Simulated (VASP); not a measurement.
# La (P6/mmm) in VASP: a series of runs, part 2 of 2

VASP 6.6.1. The steps go on from the part before.

**4. Single point, revPBE**

This run uses another cell than the first one, of 38.63 Å³/atom.

Input file INCAR:

```
SYSTEM = La
PREC = Accurate
ENCUT = 520
EDIFF = 1E-6
ISMEAR = -1
SIGMA = 0.1
LREAL = .FALSE.
LASPH = .TRUE.
NELM = 100
ALGO = Normal
ISIF = 2
LWAVE = .FALSE.
LCHARG = .FALSE.
GGA = RE
NBANDS = 24
```

Input file KPOINTS:

```
Automatic mesh
0
G
  8 8 11
  0 0 0
```

Input file POSCAR:

```
La
1.0
    6.0216343024      0.0000000000      0.0000000000
   -3.0108171512      5.2148882782      0.0000000000
    0.0000000000      0.0000000000      3.6902041558
La
3
Direct
    1.0000000000      0.0000000000      0.0000000000
    0.3333333333      0.6666666667      0.5000000000
    0.6666666667      0.3333333333      0.5000000000
```

Potentials or basis: VASP PAW PBE potentials, release 64 (La).

Launch:

```bash
> cat potpaw_PBE.64/La/POTCAR > POTCAR
> mpirun -np 1 vasp_std > vasp.out
```

OUTCAR:

```text
SYSTEM = La
   PREC = Accurate
   ENCUT = 520
   EDIFF = 1E-6
   ISMEAR = -1
   LREAL = .FALSE.
   LASPH = .TRUE.
   NELM = 100
   ISIF = 2
   GGA = RE

 ion  position               nearest neighbor table
   1  0.000  0.000  0.000-
   2  0.333  0.667  0.500-   3 3.48   3 3.48   3 3.48
   3  0.667  0.333  0.500-   2 3.48   2 3.48   2 3.48

  LATTYP: Found a hexagonal cell.
 ALAT       =     6.0216343024
 C/A-ratio  =     0.6128243547

  Lattice vectors:

 A1 = (   6.0216343024,   0.0000000000,   0.0000000000)
 A2 = (  -3.0108171512,   5.2148882782,   0.0000000000)
 A3 = (   0.0000000000,   0.0000000000,   3.6902041558)

Analysis of symmetry for initial positions (statically):
=====================================================================
 Subroutine PRICEL returns:
 Original cell was already a primitive cell.

 Routine SETGRP: Setting up the symmetry group for a
 hexagonal supercell.

 Subroutine GETGRP returns: Found 24 space group operations
 (whereof 24 operations were pure point group operations)
 out of a pool of 24 trial point group operations.

The static configuration has the point symmetry D_6h.

Analysis of symmetry for dynamics (positions and initial velocities):
=====================================================================
 Subroutine PRICEL returns:
 Original cell was already a primitive cell.

 Routine SETGRP: Setting up the symmetry group for a
 hexagonal supercell.

 Subroutine GETGRP returns: Found 24 space group operations
 (whereof 24 operations were pure point group operations)
 out of a pool of 24 trial point group operations.

The dynamic configuration has the point symmetry D_6h.

 Subroutine INISYM returns: Found 24 space group operations
 (whereof 24 operations are pure point group operations),
 and found     1 'primitive' translations

----------------------------------------------------------------------------------------

                                     Primitive cell

  volume of cell :     115.8803

  direct lattice vectors                    reciprocal lattice vectors
     6.021634302  0.000000000  0.000000000     0.166067873  0.095879331  0.000000000
    -3.010817151  5.214888278  0.000000000     0.000000000  0.191758662  0.000000000
     0.000000000  0.000000000  3.690204156     0.000000000  0.000000000  0.270987717

  length of vectors
     6.021634302  6.021634302  3.690204156     0.191758662  0.191758662  0.270987717

  position of ions in fractional coordinates (direct lattice)
     0.000000000  0.000000000  0.000000000
     0.333333333  0.666666667  0.500000000
     0.666666667  0.333333333  0.500000000

  ion indices of the primitive-cell ions
   primitive index   ion index
                 1           1
                 2           2
                 3           3

----------------------------------------------------------------------------------------

 KPOINTS: Automatic mesh

Automatic generation of k-mesh.
 Grid dimensions read from file:
 generate k-points for:    8    8   11

 Generating k-lattice:

  Cartesian coordinates                     Fractional coordinates (reciprocal lattice)
     0.020758484  0.011984916  0.000000000     0.125000000 -0.000000000  0.000000000
     0.000000000  0.023969833  0.000000000     0.000000000  0.125000000  0.000000000
     0.000000000  0.000000000  0.024635247     0.000000000  0.000000000  0.090909091

  Length of vectors
     0.023969833  0.023969833  0.024635247

  Shift w.r.t. Gamma in fractional coordinates (k-lattice)
     0.000000000  0.000000000  0.000000000

 Subroutine IBZKPT returns following result:
 ===========================================

 Found     60 irreducible k-points:

 Following reciprocal coordinates:
            Coordinates               Weight
  0.000000  0.000000  0.000000      1.000000
  0.125000  0.000000  0.000000      6.000000
  0.250000  0.000000  0.000000      6.000000
  0.375000  0.000000  0.000000      6.000000
  0.500000  0.000000  0.000000      3.000000
  0.125000  0.125000  0.000000      6.000000
[... 16 lines left out ...]
  0.250000  0.000000  0.181818     12.000000
  0.375000  0.000000  0.181818     12.000000
 [... further k-points ...]
   k-points           NKPTS =     60   k-points in BZ     NKDIM =     60   number of bands    NBANDS=     24
   number of dos      NEDOS =    301   number of ions     NIONS =      3
   total plane-waves  NPLWV =  64512
   dimension x,y,z NGX =    48 NGY =   48 NGZ =   28
   dimension x,y,z NGXF=    96 NGYF=   96 NGZF=   56
   ions per type =               3
   NGX,Y,Z   is equivalent  to a cutoff of  13.25, 13.25, 12.61 a.u.
   NGXF,Y,Z  is equivalent  to a cutoff of  26.50, 26.50, 25.23 a.u.
 SYSTEM =  La
   PREC   = accura    normal or accurate (medium, high low for compatibility)
   ISTART =      0    job   : 0-new  1-cont  2-samecut
   ICHARG =      2    charge: 1-file 2-atom 10-const
   ISPIN  =      1    spin polarized calculation?
   LNONCOLLINEAR =      F non collinear calculations
   LSORBIT =      F    spin-orbit coupling
   LASPH  =      T    aspherical Exc in radial PAW
   ENCUT  =  520.0 eV  38.22 Ry    6.18 a.u.  11.20 11.20  6.86*2*pi/ulx,y,z
   NELM   =    100;   NELMIN=  2; NELMDL= -5     # of ELM steps
   EDIFF  = 0.1E-05   stopping-criterion for ELM
   LREAL  =      F    real-space projection
   EDIFFG = 0.1E-04   stopping-criterion for IOM
   NSW    =      0    number of steps for IOM
   IBRION =     -1    ionic relax: 0-MD 1-quasi-New 2-CG
   NFREE  =      0    steps in history (QN), initial steepest desc. (CG)
   ISIF   =      2    stress and relaxation
   ISYM   =      2    0-nonsym 1-usesym 2-fastsym
   POTIM  = 0.5000    time-step for ionic-motion
   TEBEG  =    0.0;   TEEND  =   0.0 temperature during run
   PSTRESS=    0.0 pullay stress
   NELECT =      33.0000    total number of electrons
   NUPDOWN=      -1.0000    fix difference up-down
   EMIN   =  10.00;   EMAX   =-10.00  energy-range for DOS
   EFERMI =   0.00;   METHOD = LEGACY
   ISMEAR =    -1;   SIGMA  =   0.10  broadening in eV -4-tet -1-fermi 0-gaus
   EFERMI_NEDOS =   21; number of points for ismear=-14 and -15
   IALGO  =     38    algorithm
   IMIX   =      4    mixing-type and parameters
     AMIX     =   0.40;   BMIX     =  1.00
     AMIX_MAG =   1.60;   BMIX_MAG =  1.00
  volume/ion in A,a.u.               =      38.63       260.67
  Fermi-wavevector in a.u.,A,eV,Ry     =   1.077067  2.035362 15.783768  1.160074
  Thomas-Fermi vector in A             =   2.212969
   LORBIT       =      0    0 simple, 1 ext, 2 COOP (PROOUT), +10 PAW based schemes
   GGA     = RE    functional components
   LHFCALC =     F    Hartree Fock is set to
   AEXX    =    0.0000 exact exchange contribution
   IVDW    =     0    specifies the selected vdW correction
   LEPSILON=     F    determine dielectric tensor
   LRPA    =     F    only Hartree local field effects (RPA)
 non-spin polarized calculation
  energy-cutoff  :      520.00
  volume of cell :      115.88
 maximum number of plane-waves:      3157
 NGX is ok and might be reduce to    48
   NGX = 23   NGY = 23   NGZ = 13

 number of electron      32.9999995 magnetization

 Free energy of the ion-electron system (eV)
  ---------------------------------------------------
  ext. energy  EPLUGINS =         0.00000000
  ---------------------------------------------------
  free energy    TOTEN  =       -13.81128147 eV

  energy without entropy =      -13.64507707  energy(sigma->0) =      -13.72817927

 E-fermi :   7.5121     XC(G=0):  -9.3359

 val. band max:        7.5011833772   @ k =   0.1250   0.0000   0.1818
 cond. band min:       7.5137711072   @ k =   0.2500   0.0000   0.0000
 fundamental gap:      0.0125877300
 Fermi energy:         7.5120639922

 k-point     1 :       0.0000    0.0000    0.0000
  band No.  band energies     occupation
      1     -25.4332      2.00000
      2     -25.2389      2.00000
      3     -25.1774      2.00000
      4      -9.5184      2.00000
      5      -9.5184      2.00000
      6      -9.2323      2.00000
[... 16 lines left out ...]
     23       9.0901      0.00000
     24       9.2646      0.00000
[... 598 lines left out ...]
      2     -25.2478      2.00000
      3     -25.2082      2.00000
      4      -9.6793      2.00000
      5      -9.4269      2.00000
      6      -9.0945      2.00000
[... 16 lines left out ...]
     23       8.9299      0.00000
     24       9.0465      0.00000

 [... further k-points ...]

------------------------ aborting loop because EDIFF is reached ----------------------------------------

  FORCE on cell =-STRESS in cart. coord.  units (eV):
  Direction    XX          YY          ZZ          XY          YZ          ZX
  --------------------------------------------------------------------------------------
  -------------------------------------------------------------------------------------
  Total        0.0206513      0.0206513     -0.0127954      0.0000000      0.0000000      0.0000000
  in kB        0.2855275      0.2855275     -0.1769114      0.0000000      0.0000000      0.0000000
  external PRESSURE =       0.1313812 kB  Pullay stress =       0.0000000 kB

 VOLUME and BASIS-vectors are now :
 -----------------------------------------------------------------------------
  energy-cutoff  :      520.00
  volume of cell :      115.88
      direct lattice vectors                 reciprocal lattice vectors
     6.021634302  0.000000000  0.000000000     0.166067873  0.095879331  0.000000000
    -3.010817151  5.214888278  0.000000000     0.000000000  0.191758662  0.000000000
     0.000000000  0.000000000  3.690204156     0.000000000  0.000000000  0.270987717

 POSITION                                       TOTAL-FORCE (eV/Angst)
 -----------------------------------------------------------------------------------
      0.00000      0.00000      0.00000        -0.000000      0.000000      0.000000
     -0.00000      3.47659      1.84510         0.000000      0.000000      0.000000
      3.01082      1.73830      1.84510        -0.000000      0.000000     -0.000000
 -----------------------------------------------------------------------------------
    total drift:                               -0.000000      0.000000     -0.000000

  FREE ENERGIE OF THE ION-ELECTRON SYSTEM (eV)
  ---------------------------------------------------
  free  energy   TOTEN  =       -13.8112814671 eV

  energy  without entropy=      -13.6450770743  energy(sigma->0) =      -13.72817927
```

OSZICAR:

```text
N       E                     dE             d eps       ncg     rms          rms(c)
DAV:   1     0.405326065895E+03    0.40533E+03   -0.10791E+04  2880   0.179E+03
DAV:   2     0.475931269633E+02   -0.35773E+03   -0.35111E+03  4520   0.352E+02
DAV:   3    -0.674229113397E+01   -0.54335E+02   -0.53415E+02  4416   0.194E+02
DAV:   4    -0.127546134470E+02   -0.60123E+01   -0.55390E+01  5744   0.621E+01
DAV:   5    -0.136655336362E+02   -0.91092E+00   -0.88027E+00  5728   0.221E+01    0.404E+00
DAV:   6    -0.137470405276E+02   -0.81507E-01   -0.10426E+00  5688   0.863E+00    0.226E+00
DAV:   7    -0.137890724767E+02   -0.42032E-01   -0.29593E-01  4944   0.461E+00    0.625E-01
DAV:   8    -0.138063732927E+02   -0.17301E-01   -0.56314E-02  5728   0.175E+00    0.473E-01
DAV:   9    -0.138114215658E+02   -0.50483E-02   -0.99410E-03  5720   0.880E-01    0.191E-01
DAV:  10    -0.138112936237E+02    0.12794E-03   -0.14015E-03  5536   0.403E-01    0.367E-02
DAV:  11    -0.138112773416E+02    0.16282E-04   -0.22975E-04  5688   0.130E-01    0.156E-02
DAV:  12    -0.138112822027E+02   -0.48611E-05   -0.23893E-05  5736   0.450E-02    0.823E-03
DAV:  13    -0.138112814671E+02    0.73560E-06   -0.67857E-06  5440   0.216E-02
   1 F= -.13811281E+02 E0= -.13728179E+02  d E =-.166204E+00
```

Wall time 5.1 min (1 thread of Intel Xeon 8259CL, shared host); peak memory 0.34 GiB.

Results:

```
Free energy            : -13.8113 eV
Pressure               : 0.0 GPa
Band gap on the k mesh : zero (an odd number of electrons rules out a gap without spin polarisation)
```

Caveat: the PAW data sets were made with another functional, which shifts forces and pressure a little; spin-orbit coupling is left out, which moves the levels of the heavy elements.

**5. Overview**

| cell | k mesh | gap on the mesh (eV) | pressure (GPa) |
| --- | --- | --- | --- |
| a = 6.178, b = 6.178, c = 3.786 Å, angles 90.0, 90.0, 120.0°, 3 atoms | 7 × 7 × 10 | none | -1.7 |
| a = 6.253, b = 6.253, c = 3.832 Å, angles 90.0, 90.0, 120.0°, 3 atoms | 7 × 7 × 10 | none | -2.4 |
| a = 6.022, b = 6.022, c = 3.690 Å, angles 90.0, 90.0, 120.0°, 3 atoms | 8 × 8 × 11 | none | 0.0 |

Alike in all rows: task single point; level revPBE; potentials or basis VASP PAW PBE potentials, release 64 (La); no spin polarisation; cutoff (eV) 520; smearing fermi-dirac 0.1 eV.

Caveats: the PAW data sets were made with another functional, which shifts forces and pressure a little; spin-orbit coupling is left out, which moves the levels of the heavy elements.

Total energies depend on the potentials used, so only differences within one code and one set of settings carry meaning.
